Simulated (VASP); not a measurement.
Runs of VASP 6.6.1 on Nb. The structure is that of space group Fm-3m (No. 225), or close to it. The cells are those of the table. 

```tsv
task	cell	gap on the mesh (eV)	pressure (GPa)
single point	a = 2.976 Å, angles 60.7°, 1 atom	none	-1.4
single point	a = 3.036, b = 3.036, c = 3.081 Å, angles 59.5, 59.5, 61.0°, 1 atom	none	(a)
electric field gradients	a = 2.947 Å, angles 62.0°, 1 atom	none	-1.6
electric field gradients	a = 2.976 Å, angles 60.7°, 1 atom	none	-1.4
single point	a = 3.006, b = 3.006, c = 3.021 Å, angles 59.8, 59.8, 60.3°, 1 atom	none	-4.5
single point	a = 3.037 Å, angles 58.0°, 1 atom	none	-1.5
single point	a = 2.961 Å, angles 61.3°, 1 atom	none	-1.5
single point	a = 3.006 Å, angles 59.3°, 1 atom	none	-1.4
electric field gradients	a = 3.021 Å, angles 58.7°, 1 atom	none	-1.5
single point	a = 2.947 Å, angles 62.0°, 1 atom	none	-1.6
single point	a = 3.021 Å, angles 58.7°, 1 atom	none	-1.5
single point	a = 2.961, b = 2.961, c = 2.931 Å, angles 60.3, 60.3, 59.3°, 1 atom	none	5.4
```

Alike in all rows: level PBE; potentials or basis VASP PAW PBE potentials, release 64 (Nb_sv); no spin polarisation; k mesh 13 × 13 × 13; cutoff (eV) 520; smearing fermi-dirac 0.08 eV.

Q: Estimate the missing entries.

A: (a) -10.0.

Caveats: the cell stands under tension (at least some runs); the cell stands under pressure (at least some runs).

A k mesh can miss the band edges, and the runs leave out spin-orbit coupling on Nb.

A gap of «none» marks levels without a gap at the run's occupations.
